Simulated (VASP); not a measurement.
# Ta (Pm-3n) in VASP: single point with LDA

Aim: the single point of Ta with LDA.

Program: VASP 6.6.1. These are calculated values, not measurements. Logs are shortened: lines on timing, memory, paths and dates and some standing lists are left out, and cuts for length are marked.

## Step 1: The cell of the first run

The structure is cubic, space group Pm-3n (No. 223). Conventional cell: a = 5.209 Å, b = 5.209 Å, c = 5.209 Å, α = 90.00°, β = 90.00°, γ = 90.00°. Within 3.8 Å of Ta (site symmetry m-3) lie 12 Ta at 2.91 Å. Ta (site symmetry -4m2) has 14 Ta at 2.60 to 3.19 Å within 3.4 Å.

## Step 2: Single point, LDA

Contents of INCAR:

```
SYSTEM = Ta
  ALGO = Fast
  EDIFF = 1E-7
  ENCUT = 520
  GGA = CA
  ISIF = 2
  ISMEAR = 0
  LASPH = .TRUE.
  LCHARG = .FALSE.
  LREAL = .FALSE.
  LWAVE = .FALSE.
  NBANDS = 54
  NELM = 80
  PREC = Accurate
  SIGMA = 0.1
```

Contents of KPOINTS:

```
k-points
0
G
  8 8 8
  0 0 0
```

Contents of POSCAR:

```
Ta
1.0
    5.2091650817      0.0000000000      0.0000000000
    0.0000000000      5.2091650817      0.0000000000
    0.0000000000      0.0000000000      5.2091650817
Ta
8
Direct
    0.0000000000      0.0000000000      0.0000000000
    0.5000000000      0.5000000000      0.5000000000
    0.2500000000      0.0000000000      0.5000000000
    0.7500000000      0.0000000000      0.5000000000
    0.5000000000      0.7500000000      0.0000000000
    0.5000000000      0.2500000000      0.0000000000
    0.0000000000      0.5000000000      0.7500000000
    0.0000000000      0.5000000000      0.2500000000
```

Potentials or basis: VASP PAW LDA potentials, release 64 (Ta_pv).

Launch:

```
> cat potpaw_LDA.64/Ta_pv/POTCAR > POTCAR
> mpirun -np 1 vasp_std > vasp.out
```

OUTCAR:

```text
SYSTEM = Ta
   EDIFF = 1E-7
   ENCUT = 520
   GGA = CA
   ISIF = 2
   ISMEAR = 0
   LASPH = .TRUE.
   LREAL = .FALSE.
   NELM = 80
   PREC = Accurate

 ion  position               nearest neighbor table
   1  0.000  0.000  0.000-   3 2.91   4 2.91   5 2.91   6 2.91   7 2.91   8 2.91   3 2.91   4 2.91
                             7 2.91   8 2.91   5 2.91   6 2.91
   2  0.500  0.500  0.500-   3 2.91   4 2.91   5 2.91   6 2.91   7 2.91   8 2.91   5 2.91   6 2.91
                             3 2.91   4 2.91   7 2.91   8 2.91
   3  0.250  0.000  0.500-   4 2.60   4 2.60   1 2.91   1 2.91   2 2.91   2 2.91   8 3.19   5 3.19
                             5 3.19   6 3.19   6 3.19   7 3.19   8 3.19   7 3.19
   4  0.750  0.000  0.500-   3 2.60   3 2.60   1 2.91   1 2.91   2 2.91   2 2.91   8 3.19   5 3.19
                             5 3.19   6 3.19   6 3.19   7 3.19   8 3.19   7 3.19
   5  0.500  0.750  0.000-   6 2.60   6 2.60   1 2.91   2 2.91   2 2.91   1 2.91   8 3.19   4 3.19
                             3 3.19   4 3.19   3 3.19   7 3.19   7 3.19   8 3.19
   6  0.500  0.250  0.000-   5 2.60   5 2.60   1 2.91   2 2.91   2 2.91   1 2.91   8 3.19   4 3.19
                             3 3.19   4 3.19   3 3.19   7 3.19   7 3.19   8 3.19
   7  0.000  0.500  0.750-   8 2.60   8 2.60   1 2.91   2 2.91   1 2.91   2 2.91   3 3.19   4 3.19
                             5 3.19   3 3.19   4 3.19   6 3.19   5 3.19   6 3.19
   8  0.000  0.500  0.250-   7 2.60   7 2.60   1 2.91   2 2.91   1 2.91   2 2.91   3 3.19   4 3.19
                             5 3.19   3 3.19   4 3.19   6 3.19   5 3.19   6 3.19

  LATTYP: Found a simple cubic cell.
 ALAT       =     5.2091650817

  Lattice vectors:

 A1 = (   5.2091650817,   0.0000000000,   0.0000000000)
 A2 = (   0.0000000000,   5.2091650817,   0.0000000000)
 A3 = (   0.0000000000,   0.0000000000,   5.2091650817)

Analysis of symmetry for initial positions (statically):
=====================================================================
 Subroutine PRICEL returns:
 Original cell was already a primitive cell.

 Routine SETGRP: Setting up the symmetry group for a
 simple cubic supercell.

 Subroutine GETGRP returns: Found 48 space group operations
 (whereof 24 operations were pure point group operations)
 out of a pool of 48 trial point group operations.

The static configuration has the point symmetry T_h .
 The point group associated with its full space group is O_h .

Analysis of symmetry for dynamics (positions and initial velocities):
=====================================================================
 Subroutine PRICEL returns:
 Original cell was already a primitive cell.

 Routine SETGRP: Setting up the symmetry group for a
 simple cubic supercell.

 Subroutine GETGRP returns: Found 48 space group operations
 (whereof 24 operations were pure point group operations)
 out of a pool of 48 trial point group operations.

The dynamic configuration has the point symmetry T_h .
 The point group associated with its full space group is O_h .

 Subroutine INISYM returns: Found 48 space group operations
 (whereof 24 operations are pure point group operations),
 and found     1 'primitive' translations

----------------------------------------------------------------------------------------

                                     Primitive cell

  volume of cell :     141.3528

  direct lattice vectors                    reciprocal lattice vectors
     5.209165082  0.000000000  0.000000000     0.191969343  0.000000000  0.000000000
     0.000000000  5.209165082  0.000000000     0.000000000  0.191969343  0.000000000
     0.000000000  0.000000000  5.209165082     0.000000000  0.000000000  0.191969343

  length of vectors
     5.209165082  5.209165082  5.209165082     0.191969343  0.191969343  0.191969343

  position of ions in fractional coordinates (direct lattice)
     0.000000000  0.000000000  0.000000000
     0.500000000  0.500000000  0.500000000
     0.250000000  0.000000000  0.500000000
     0.750000000  0.000000000  0.500000000
     0.500000000  0.750000000  0.000000000
     0.500000000  0.250000000  0.000000000
     0.000000000  0.500000000  0.750000000
     0.000000000  0.500000000  0.250000000

  ion indices of the primitive-cell ions
   primitive index   ion index
                 1           1
                 2           2
                 3           3
                 4           4
                 5           5
                 6           6
                 7           7
                 8           8

----------------------------------------------------------------------------------------

 KPOINTS: k-points

Automatic generation of k-mesh.
 Grid dimensions read from file:
 generate k-points for:    8    8    8

 Generating k-lattice:

  Cartesian coordinates                     Fractional coordinates (reciprocal lattice)
     0.023996168  0.000000000  0.000000000     0.125000000  0.000000000  0.000000000
     0.000000000  0.023996168  0.000000000     0.000000000  0.125000000  0.000000000
     0.000000000  0.000000000  0.023996168     0.000000000  0.000000000  0.125000000

  Length of vectors
     0.023996168  0.023996168  0.023996168

  Shift w.r.t. Gamma in fractional coordinates (k-lattice)
     0.000000000  0.000000000  0.000000000

 Subroutine IBZKPT returns following result:
 ===========================================

 Found     35 irreducible k-points:

 Following reciprocal coordinates:
            Coordinates               Weight
  0.000000  0.000000  0.000000      1.000000
  0.125000  0.000000  0.000000      6.000000
  0.250000  0.000000  0.000000      6.000000
  0.375000  0.000000  0.000000      6.000000
  0.500000  0.000000  0.000000      3.000000
  0.125000  0.125000  0.000000     12.000000
[... 16 lines left out ...]
  0.375000  0.375000  0.125000     24.000000
  0.500000  0.375000  0.125000     24.000000
 [... further k-points ...]
   k-points           NKPTS =     35   k-points in BZ     NKDIM =     35   number of bands    NBANDS=     54
   number of dos      NEDOS =    301   number of ions     NIONS =      8
   total plane-waves  NPLWV =  64000
   dimension x,y,z NGX =    40 NGY =   40 NGZ =   40
   dimension x,y,z NGXF=    80 NGYF=   80 NGZF=   80
   ions per type =               8
   NGX,Y,Z   is equivalent  to a cutoff of  12.77, 12.77, 12.77 a.u.
   NGXF,Y,Z  is equivalent  to a cutoff of  25.53, 25.53, 25.53 a.u.
 SYSTEM =  Ta
   PREC   = accura    normal or accurate (medium, high low for compatibility)
   ISTART =      0    job   : 0-new  1-cont  2-samecut
   ICHARG =      2    charge: 1-file 2-atom 10-const
   ISPIN  =      1    spin polarized calculation?
   LNONCOLLINEAR =      F non collinear calculations
   LSORBIT =      F    spin-orbit coupling
   LASPH  =      T    aspherical Exc in radial PAW
   ENCUT  =  520.0 eV  38.22 Ry    6.18 a.u.   9.69  9.69  9.69*2*pi/ulx,y,z
   NELM   =     80;   NELMIN=  2; NELMDL= -5     # of ELM steps
   EDIFF  = 0.1E-06   stopping-criterion for ELM
   LREAL  =      F    real-space projection
   EDIFFG = 0.1E-05   stopping-criterion for IOM
   NSW    =      0    number of steps for IOM
   IBRION =     -1    ionic relax: 0-MD 1-quasi-New 2-CG
   NFREE  =      0    steps in history (QN), initial steepest desc. (CG)
   ISIF   =      2    stress and relaxation
   ISYM   =      2    0-nonsym 1-usesym 2-fastsym
   POTIM  = 0.5000    time-step for ionic-motion
   TEBEG  =    0.0;   TEEND  =   0.0 temperature during run
   PSTRESS=    0.0 pullay stress
   NELECT =      88.0000    total number of electrons
   NUPDOWN=      -1.0000    fix difference up-down
   EMIN   =  10.00;   EMAX   =-10.00  energy-range for DOS
   EFERMI =   0.00;   METHOD = LEGACY
   ISMEAR =     0;   SIGMA  =   0.10  broadening in eV -4-tet -1-fermi 0-gaus
   EFERMI_NEDOS =   21; number of points for ismear=-14 and -15
   IALGO  =     68    algorithm
   IMIX   =      4    mixing-type and parameters
     AMIX     =   0.40;   BMIX     =  1.00
     AMIX_MAG =   1.60;   BMIX_MAG =  1.00
  volume/ion in A,a.u.               =      17.67       119.24
  Fermi-wavevector in a.u.,A,eV,Ry     =   1.397873  2.641596 26.586436  1.954048
  Thomas-Fermi vector in A             =   2.521086
   LORBIT       =      0    0 simple, 1 ext, 2 COOP (PROOUT), +10 PAW based schemes
   GGA     = CA    functional components
   LHFCALC =     F    Hartree Fock is set to
   AEXX    =    0.0000 exact exchange contribution
   IVDW    =     0    specifies the selected vdW correction
   LEPSILON=     F    determine dielectric tensor
   LRPA    =     F    only Hartree local field effects (RPA)
 non-spin polarized calculation
 RMM-DIIS sequential band-by-band and
 Gauss-broadening in eV      SIGMA  =   0.10
  energy-cutoff  :      520.00
  volume of cell :      141.35
 maximum number of plane-waves:      3840
 NGX is ok and might be reduce to    40
   NGX = 19   NGY = 19   NGZ = 19

 number of electron      88.0000019 magnetization

 Free energy of the ion-electron system (eV)
  ---------------------------------------------------
  ext. energy  EPLUGINS =         0.00000000
  ---------------------------------------------------
  free energy    TOTEN  =      -102.11690457 eV

  energy without entropy =     -102.07476603  energy(sigma->0) =     -102.09583530

 E-fermi :   5.6592     XC(G=0): -12.8895

 val. band max:        5.6503111569   @ k =   0.3750   0.3750   0.2500
 cond. band min:       5.6653317094   @ k =   0.0000   0.0000   0.0000
 fundamental gap:      0.0150205525
 Fermi energy:         5.6591635499

 k-point     1 :       0.0000    0.0000    0.0000
  band No.  band energies     occupation
      1     -28.9138      2.00000
      2     -28.9138      2.00000
      3     -28.7635      2.00000
      4     -28.4382      2.00000
      5     -28.4382      2.00000
      6     -28.4382      2.00000
[... 46 lines left out ...]
     53       8.7955      0.00000
     54       8.8264      0.00000

 k-point     2 :       0.1250    0.0000    0.0000
  band No.  band energies     occupation
      1     -28.9191      2.00000
      2     -28.8826      2.00000
      3     -28.7443      2.00000
      4     -28.4334      2.00000
      5     -28.4334      2.00000
      6     -28.4024      2.00000
[... 46 lines left out ...]
     53       8.7582      0.00000
     54       8.8256      0.00000

 k-point     3 :       0.2500    0.0000    0.0000
  band No.  band energies     occupation
      1     -28.9280      2.00000
      2     -28.8670      2.00000
      3     -28.6113      2.00000
      4     -28.4221      2.00000
      5     -28.4221      2.00000
      6     -28.3004      2.00000
[... 46 lines left out ...]
     53       8.6925      0.00000
     54       8.9216      0.00000
[... 1084 lines left out ...]
 k-point    23 :       0.3750    0.3750    0.1250
  band No.  band energies     occupation
      1     -28.8956      2.00000
      2     -28.4575      2.00000
      3     -28.4205      2.00000
      4     -28.3173      2.00000
      5     -28.2612      2.00000
      6     -28.2160      2.00000
[... 46 lines left out ...]
     53       8.9925      0.00000
     54       9.0060      0.00000

 k-point    24 :       0.5000    0.3750    0.1250
  band No.  band energies     occupation
      1     -28.9023      2.00000
      2     -28.4456      2.00000
      3     -28.3023      2.00000
      4     -28.2971      2.00000
      5     -28.2103      2.00000
      6     -28.2089      2.00000
[... 46 lines left out ...]
     53       8.6523      0.00000
     54       9.3433      0.00000

 [... further k-points ...]

------------------------ aborting loop because EDIFF is reached ----------------------------------------

  FORCE on cell =-STRESS in cart. coord.  units (eV):
  Direction    XX          YY          ZZ          XY          YZ          ZX
  --------------------------------------------------------------------------------------
  -------------------------------------------------------------------------------------
  Total        0.7070865      0.7070865      0.7070865     -0.0000000      0.0000000      0.0000000
  in kB        8.0145431      8.0145431      8.0145431     -0.0000000      0.0000000      0.0000000
  external PRESSURE =       8.0145431 kB  Pullay stress =       0.0000000 kB

 VOLUME and BASIS-vectors are now :
 -----------------------------------------------------------------------------
  energy-cutoff  :      520.00
  volume of cell :      141.35
      direct lattice vectors                 reciprocal lattice vectors
     5.209165082  0.000000000  0.000000000     0.191969343  0.000000000  0.000000000
     0.000000000  5.209165082  0.000000000     0.000000000  0.191969343  0.000000000
     0.000000000  0.000000000  5.209165082     0.000000000  0.000000000  0.191969343

 POSITION                                       TOTAL-FORCE (eV/Angst)
 -----------------------------------------------------------------------------------
      0.00000      0.00000      0.00000        -0.000000     -0.000000     -0.000000
      2.60458      2.60458      2.60458        -0.000000     -0.000000     -0.000000
      1.30229      0.00000      2.60458         0.000000      0.000000     -0.000000
      3.90687      0.00000      2.60458        -0.000000     -0.000000     -0.000000
      2.60458      3.90687      0.00000        -0.000000     -0.000000      0.000000
      2.60458      1.30229      0.00000         0.000000     -0.000000     -0.000000
      0.00000      2.60458      3.90687         0.000000      0.000000     -0.000000
      0.00000      2.60458      1.30229        -0.000000     -0.000000      0.000000
 -----------------------------------------------------------------------------------
    total drift:                               -0.000000     -0.000000      0.000000

  FREE ENERGIE OF THE ION-ELECTRON SYSTEM (eV)
  ---------------------------------------------------
  free  energy   TOTEN  =      -102.1169045707 eV

  energy  without entropy=     -102.0747660322  energy(sigma->0) =     -102.09583530
```

Run time: 3.4 min. Hardware: 1 thread of AMD EPYC 7R13 (Zen 3), shared host; peak memory 0.28 GiB.

Results:

```yaml
Free_energy: -102.1169 eV
Pressure: 0.8 GPa
Band_gap_on_the_k_mesh: zero (bands 44 and 45 overlap by 0.25 eV)
```

Levels at points of the mesh, in eV from the Fermi level:
| k point | band 41 | band 42 | band 43 | band 44 | band 45 | band 46 | band 47 | band 48 |
| --- | --- | --- | --- | --- | --- | --- | --- | --- |
| (0.00, 0.00, 0.00) | -0.94 | -0.94 | -0.79 | -0.79 | 0.01 | 0.01 | 0.81 | 0.81 |
| (0.50, 0.00, 0.00) | -0.39 | -0.39 | 0.06 | 0.06 | 0.25 | 0.25 | 0.40 | 0.40 |
| (0.50, 0.50, 0.00) | -0.63 | -0.39 | -0.39 | -0.35 | 0.09 | 0.51 | 0.51 | 1.71 |
| (0.50, 0.50, 0.50) | -1.00 | -1.00 | -0.04 | -0.04 | -0.04 | -0.04 | -0.04 | -0.04 |

Caveat: spin-orbit coupling is left out, which moves the levels of the heavy elements.
